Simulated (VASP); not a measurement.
# WC in VASP: single point with PBEsol

Aim: the single point of WC with PBEsol.

All numbers are computed with VASP 6.6.1; they aren't measurements. Logs are shortened: lines on timing, memory, paths and dates and some standing lists are left out, and cuts for length are marked.

## (1) The cell of the first run

The cell holds a slab with vacuum, 16 atoms: a = 5.811 Å, b = 5.680 Å, c = 15.194 Å, α = 90.00°, β = 90.00°, γ = 90.00°.

## (2) Single point, PBEsol

The input, INCAR:

```
  PREC = Accurate
  ENCUT = 520
  EDIFF = 1E-6
  ISMEAR = -1
  SIGMA = 0.1
  LREAL = Auto
  LASPH = True
  NELM = 100
  ALGO = Normal
  ISIF = 2
  LWAVE = False
  LCHARG = True
  GGA = PS
  LELF = True
  LVHAR = True
  NBANDS = 86
```

The input, KPOINTS:

```
regular mesh
0
Gamma
  3 3 1
```

The input, POSCAR:

```
WC
1.0
    5.8108000000      0.0000000000      0.0000000000
    0.0000000000      5.6803000000      0.0000000000
    0.0000000000      0.0000000000     15.1935840000
W C
8 8
Direct
    0.0000000000      0.0000000000      0.0658173000
    0.2500000000      0.0000000000      0.2315243101
    0.0000000000      0.5000000000      0.0658173000
    0.2500000000      0.5000000000      0.2315243101
    0.5000000000      0.0000000000      0.0658173000
    0.7500000000      0.0000000000      0.2315243101
    0.5000000000      0.5000000000      0.0658173000
    0.7500000000      0.5000000000      0.2315243101
    0.5000000000      0.2500000000      0.1663904529
    0.2500000000      0.2500000000      0.3201716607
    0.5000000000      0.7500000000      0.1663904529
    0.2500000000      0.7500000000      0.3201716607
    1.0000000000      0.2500000000      0.1663904529
    0.7500000000      0.2500000000      0.3201716607
    1.0000000000      0.7500000000      0.1663904529
    0.7500000000      0.7500000000      0.3201716607
```

Potentials or basis: VASP PAW PBE potentials, release 64 (W_sv, C).

Launch:

```bash
$ cat potpaw_PBE.64/W_sv/POTCAR potpaw_PBE.64/C/POTCAR > POTCAR
$ mpirun -np 1 vasp_std > vasp.out
```

OUTCAR:

```text
PREC = Accurate
   ENCUT = 520
   EDIFF = 1E-6
   ISMEAR = -1
   LREAL = Auto
   LASPH = True
   NELM = 100
   ISIF = 2
   GGA = PS

 ion  position               nearest neighbor table
   1  0.000  0.000  0.066-  13 2.09  15 2.09   3 2.84   3 2.84   5 2.91   5 2.91   2 2.91   6 2.91

   2  0.250  0.000  0.232-  10 1.96  12 1.96  11 2.26   9 2.26  13 2.26  15 2.26   4 2.84   4 2.84
                             6 2.91   6 2.91   5 2.91   1 2.91
   3  0.000  0.500  0.066-  13 2.09  15 2.09   1 2.84   1 2.84   7 2.91   7 2.91   4 2.91   8 2.91

   4  0.250  0.500  0.232-  10 1.96  12 1.96  11 2.26   9 2.26  13 2.26  15 2.26   2 2.84   2 2.84
                             8 2.91   8 2.91   7 2.91   3 2.91
   5  0.500  0.000  0.066-   9 2.09  11 2.09   7 2.84   7 2.84   1 2.91   1 2.91   6 2.91   2 2.91

   6  0.750  0.000  0.232-  14 1.96  16 1.96  13 2.26   9 2.26  15 2.26  11 2.26   8 2.84   8 2.84
                             2 2.91   2 2.91   5 2.91   1 2.91
   7  0.500  0.500  0.066-   9 2.09  11 2.09   5 2.84   5 2.84   3 2.91   3 2.91   4 2.91   8 2.91

   8  0.750  0.500  0.232-  14 1.96  16 1.96  13 2.26   9 2.26  15 2.26  11 2.26   6 2.84   6 2.84
                             4 2.91   4 2.91   3 2.91   7 2.91
   9  0.500  0.250  0.166-   5 2.09   7 2.09   2 2.26   6 2.26   4 2.26   8 2.26
  10  0.250  0.250  0.320-   2 1.96   4 1.96
  11  0.500  0.750  0.166-   5 2.09   7 2.09   2 2.26   6 2.26   4 2.26   8 2.26
  12  0.250  0.750  0.320-   2 1.96   4 1.96
  13  0.000  0.250  0.166-   1 2.09   3 2.09   2 2.26   4 2.26   6 2.26   8 2.26
  14  0.750  0.250  0.320-   6 1.96   8 1.96
  15  0.000  0.750  0.166-   1 2.09   3 2.09   2 2.26   4 2.26   6 2.26   8 2.26
  16  0.750  0.750  0.320-   6 1.96   8 1.96

  LATTYP: Found a simple orthorhombic cell.
 ALAT       =     5.6803000000
 B/A-ratio  =     1.0229741387
 C/A-ratio  =     2.6747854867

  Lattice vectors:

 A1 = (   0.0000000000,  -5.6803000000,   0.0000000000)
 A2 = (   5.8108000000,   0.0000000000,   0.0000000000)
 A3 = (   0.0000000000,   0.0000000000,  15.1935840000)

Analysis of symmetry for initial positions (statically):
=====================================================================
 Subroutine PRICEL returns following result:

  LATTYP: Found a simple orthorhombic cell.
 ALAT       =     2.8401500000
 B/A-ratio  =     1.0229741387
 C/A-ratio  =     5.3495709734

  Lattice vectors:

 A1 = (   0.0000000000,  -2.8401500000,   0.0000000000)
 A2 = (   2.9054000000,   0.0000000000,   0.0000000000)
 A3 = (   0.0000000000,   0.0000000000,  15.1935840000)

   4 primitive cells build up your supercell.

 Routine SETGRP: Setting up the symmetry group for a
 simple orthorhombic supercell.

 Subroutine GETGRP returns: Found  4 space group operations
 (whereof  4 operations were pure point group operations)
 out of a pool of  8 trial point group operations.

The static configuration has the point symmetry C_2v.

Analysis of symmetry for dynamics (positions and initial velocities):
=====================================================================
 Subroutine PRICEL returns following result:

  LATTYP: Found a simple orthorhombic cell.
 ALAT       =     2.8401500000
 B/A-ratio  =     1.0229741387
 C/A-ratio  =     5.3495709734

  Lattice vectors:

 A1 = (   0.0000000000,  -2.8401500000,   0.0000000000)
 A2 = (   2.9054000000,   0.0000000000,   0.0000000000)
 A3 = (   0.0000000000,   0.0000000000,  15.1935840000)

   4 primitive cells build up your supercell.

 Routine SETGRP: Setting up the symmetry group for a
 simple orthorhombic supercell.

 Subroutine GETGRP returns: Found  4 space group operations
 (whereof  4 operations were pure point group operations)
 out of a pool of  8 trial point group operations.

The dynamic configuration has the point symmetry C_2v.

 Subroutine INISYM returns: Found  4 space group operations
 (whereof  4 operations are pure point group operations),
 and found     4 'primitive' translations

----------------------------------------------------------------------------------------

                                     Primitive cell

  volume of cell :     125.3740

  direct lattice vectors                    reciprocal lattice vectors
     0.000000000 -2.840150000  0.000000000     0.000000000 -0.352094080  0.000000000
     2.905400000  0.000000000  0.000000000     0.344186687  0.000000000  0.000000000
     0.000000000  0.000000000 15.193584000     0.000000000  0.000000000  0.065817255

  length of vectors
     2.840150000  2.905400000 15.193584000     0.352094080  0.344186687  0.065817255

  position of ions in fractional coordinates (direct lattice)
     0.000000000  0.000000000  0.065817300
     0.000000000  0.500000000  0.231524310
     0.500000000  0.000000000  0.166390453
     0.500000000  0.500000000  0.320171661

  ion indices of the primitive-cell ions
   primitive index   ion index
                 1           1
                 2           2
                 3          13
                 4          10

----------------------------------------------------------------------------------------

 KPOINTS: regular mesh

Automatic generation of k-mesh.
 Grid dimensions read from file:
 generate k-points for:    3    3    1

 Generating k-lattice:

  Cartesian coordinates                     Fractional coordinates (reciprocal lattice)
     0.057364448  0.000000000  0.000000000     0.333333333  0.000000000  0.000000000
     0.000000000  0.058682347  0.000000000     0.000000000  0.333333333  0.000000000
     0.000000000  0.000000000  0.065817255     0.000000000  0.000000000  1.000000000

  Length of vectors
     0.057364448  0.058682347  0.065817255

  Shift w.r.t. Gamma in fractional coordinates (k-lattice)
     0.000000000  0.000000000  0.000000000

 Subroutine IBZKPT returns following result:
 ===========================================

 Found      4 irreducible k-points:

 Following reciprocal coordinates:
            Coordinates               Weight
  0.000000  0.000000  0.000000      1.000000
  0.333333  0.000000  0.000000      2.000000
  0.000000  0.333333  0.000000      2.000000
  0.333333  0.333333  0.000000      4.000000
   k-points           NKPTS =      4   k-points in BZ     NKDIM =      4   number of bands    NBANDS=     86
   number of dos      NEDOS =    301   number of ions     NIONS =     16
   total plane-waves  NPLWV = 241920
   dimension x,y,z NGX =    48 NGY =   42 NGZ =  120
   dimension x,y,z NGXF=    96 NGYF=   84 NGZF=  240
   ions per type =               8   8
   NGX,Y,Z   is equivalent  to a cutoff of  13.73, 12.29, 13.13 a.u.
   NGXF,Y,Z  is equivalent  to a cutoff of  27.47, 24.58, 26.26 a.u.
 SYSTEM =  unknown system
   PREC   = accura    normal or accurate (medium, high low for compatibility)
   ISTART =      0    job   : 0-new  1-cont  2-samecut
   ICHARG =      2    charge: 1-file 2-atom 10-const
   ISPIN  =      1    spin polarized calculation?
   LNONCOLLINEAR =      F non collinear calculations
   LSORBIT =      F    spin-orbit coupling
   LASPH  =      T    aspherical Exc in radial PAW
   ENCUT  =  520.0 eV  38.22 Ry    6.18 a.u.  10.80 10.56 28.25*2*pi/ulx,y,z
   NELM   =    100;   NELMIN=  2; NELMDL= -5     # of ELM steps
   EDIFF  = 0.1E-05   stopping-criterion for ELM
   LREAL  =      T    real-space projection
   EDIFFG = 0.1E-04   stopping-criterion for IOM
   NSW    =      0    number of steps for IOM
   IBRION =     -1    ionic relax: 0-MD 1-quasi-New 2-CG
   NFREE  =      0    steps in history (QN), initial steepest desc. (CG)
   ISIF   =      2    stress and relaxation
   ISYM   =      2    0-nonsym 1-usesym 2-fastsym
   POTIM  = 0.5000    time-step for ionic-motion
   TEBEG  =    0.0;   TEEND  =   0.0 temperature during run
   PSTRESS=    0.0 pullay stress
   NELECT =     144.0000    total number of electrons
   NUPDOWN=      -1.0000    fix difference up-down
   EMIN   =  10.00;   EMAX   =-10.00  energy-range for DOS
   EFERMI =   0.00;   METHOD = LEGACY
   ISMEAR =    -1;   SIGMA  =   0.10  broadening in eV -4-tet -1-fermi 0-gaus
   EFERMI_NEDOS =   21; number of points for ismear=-14 and -15
   IALGO  =     38    algorithm
   IMIX   =      4    mixing-type and parameters
     AMIX     =   0.40;   BMIX     =  1.00
     AMIX_MAG =   1.60;   BMIX_MAG =  1.00
  volume/ion in A,a.u.               =      31.34       211.52
  Fermi-wavevector in a.u.,A,eV,Ry     =   1.080040  2.040980 15.871012  1.166486
  Thomas-Fermi vector in A             =   2.216021
   LORBIT       =      0    0 simple, 1 ext, 2 COOP (PROOUT), +10 PAW based schemes
   GGA     = PS    functional components
   LHFCALC =     F    Hartree Fock is set to
   AEXX    =    0.0000 exact exchange contribution
   IVDW    =     0    specifies the selected vdW correction
   LEPSILON=     F    determine dielectric tensor
   LRPA    =     F    only Hartree local field effects (RPA)
 non-spin polarized calculation
  energy-cutoff  :      520.00
  volume of cell :      501.50
 maximum number of plane-waves:     13531
 NGX is ok and might be reduce to    48
   NGX = 21   NGY = 21   NGZ = 57

 number of electron     144.0000013 magnetization

 Free energy of the ion-electron system (eV)
  ---------------------------------------------------
  ext. energy  EPLUGINS =         0.00000000
  ---------------------------------------------------
  free energy    TOTEN  =      -161.12590804 eV

  energy without entropy =     -160.66725439  energy(sigma->0) =     -160.89658121

 E-fermi :   0.1420     XC(G=0):  -6.0868

 val. band max:        0.1225673259   @ k =   0.0000   0.3333   0.0000
 cond. band min:       0.1821336505   @ k =   0.0000   0.3333   0.0000
 fundamental gap:      0.0595663246
 Fermi energy:         0.1419627450

 k-point     1 :       0.0000    0.0000    0.0000
  band No.  band energies     occupation
      1     -74.1153      2.00000
      2     -74.0876      2.00000
      3     -74.0768      2.00000
      4     -74.0496      2.00000
      5     -73.6643      2.00000
      6     -73.6349      2.00000
[... 76 lines left out ...]
     83       2.6952      0.00000
     84       2.7590      0.00000

 k-point     2 :       0.3333    0.0000    0.0000
  band No.  band energies     occupation
      1     -74.1084      2.00000
      2     -74.0945      2.00000
      3     -74.0700      2.00000
      4     -74.0564      2.00000
      5     -73.6570      2.00000
      6     -73.6423      2.00000
[... 76 lines left out ...]
     83       1.9379      0.00000
     84       2.1548      0.00000

 k-point     3 :       0.0000    0.3333    0.0000
  band No.  band energies     occupation
      1     -74.1057      2.00000
      2     -74.0864      2.00000
      3     -74.0781      2.00000
      4     -74.0592      2.00000
      5     -73.6537      2.00000
      6     -73.6326      2.00000
[... 76 lines left out ...]
     83       2.1784      0.00000
     84       2.6493      0.00000

 k-point     4 :       0.3333    0.3333    0.0000
  band No.  band energies     occupation
      1     -74.0988      2.00000
      2     -74.0850      2.00000
      3     -74.0796      2.00000
      4     -74.0660      2.00000
      5     -73.6465      2.00000
      6     -73.6319      2.00000
[... 76 lines left out ...]
     83       1.5686      0.00000
     84       1.8672      0.00000
 [bands above 84 left out]

------------------------ aborting loop because EDIFF is reached ----------------------------------------

  FORCE on cell =-STRESS in cart. coord.  units (eV):
  Direction    XX          YY          ZZ          XY          YZ          ZX
  --------------------------------------------------------------------------------------
  -------------------------------------------------------------------------------------
  Total      -16.0350374     -2.1927495      0.9507916      0.0000000      0.0000000      0.0000000
  in kB      -51.2286755     -7.0053877      3.0375854      0.0000000      0.0000000      0.0000000
  external PRESSURE =     -18.3988259 kB  Pullay stress =       0.0000000 kB

 VOLUME and BASIS-vectors are now :
 -----------------------------------------------------------------------------
  energy-cutoff  :      520.00
  volume of cell :      501.50
      direct lattice vectors                 reciprocal lattice vectors
     5.810800000  0.000000000  0.000000000     0.172093343  0.000000000  0.000000000
     0.000000000  5.680300000  0.000000000     0.000000000  0.176047040  0.000000000
     0.000000000  0.000000000 15.193584000     0.000000000  0.000000000  0.065817255

 POSITION                                       TOTAL-FORCE (eV/Angst)
 -----------------------------------------------------------------------------------
      0.00000      0.00000      1.00000         0.000000     -0.000000     -0.045640
      1.45270      0.00000      3.51768        -0.000000      0.000000     -0.059072
      0.00000      2.84015      1.00000         0.000000      0.000000     -0.045640
      1.45270      2.84015      3.51768        -0.000000     -0.000000     -0.059072
      2.90540      0.00000      1.00000        -0.000000     -0.000000     -0.045640
      4.35810      0.00000      3.51768        -0.000000      0.000000     -0.059072
[... 8 lines left out ...]
      0.00000      4.26023      2.52807         0.000000      0.000000     -0.008443
      4.35810      4.26023      4.86456         0.000000      0.000000      0.113155
 -----------------------------------------------------------------------------------
    total drift:                                0.000000      0.000000     -0.000015

  FREE ENERGIE OF THE ION-ELECTRON SYSTEM (eV)
  ---------------------------------------------------
  free  energy   TOTEN  =      -161.1259080373 eV

  energy  without entropy=     -160.6672543861  energy(sigma->0) =     -160.89658121
```

It took 12 min on 1 thread of AMD EPYC 7R13, shared host; peak memory 0.57 GiB.

Results:

* Free energy: -161.1259 eV
* Largest force: 0.113 eV/Å
* Band gap on the k mesh: zero (bands 72 and 73 overlap by 0.16 eV)

Forces in eV/Å, atoms in the order of the input:
```
W    0.000  0.000 -0.046
W    0.000  0.000 -0.059
W    0.000  0.000 -0.046
W    0.000  0.000 -0.059
W    0.000  0.000 -0.046
W    0.000  0.000 -0.059
W    0.000  0.000 -0.046
W    0.000  0.000 -0.059
C    0.000  0.000 -0.008
C    0.000  0.000  0.113
C    0.000  0.000 -0.008
C    0.000  0.000  0.113
C    0.000  0.000 -0.008
C    0.000  0.000  0.113
C    0.000  0.000 -0.008
C    0.000  0.000  0.113
```

Caveat: the k points lie up to 0.37 Å⁻¹ apart; there is no dipole correction, which matters where the two faces differ; the PAW data sets were made with another functional, which shifts forces and pressure a little; spin-orbit coupling is left out, which moves the levels of the heavy elements.

The gap in the log of VASP goes by the Fermi energy; the results here count the filled bands.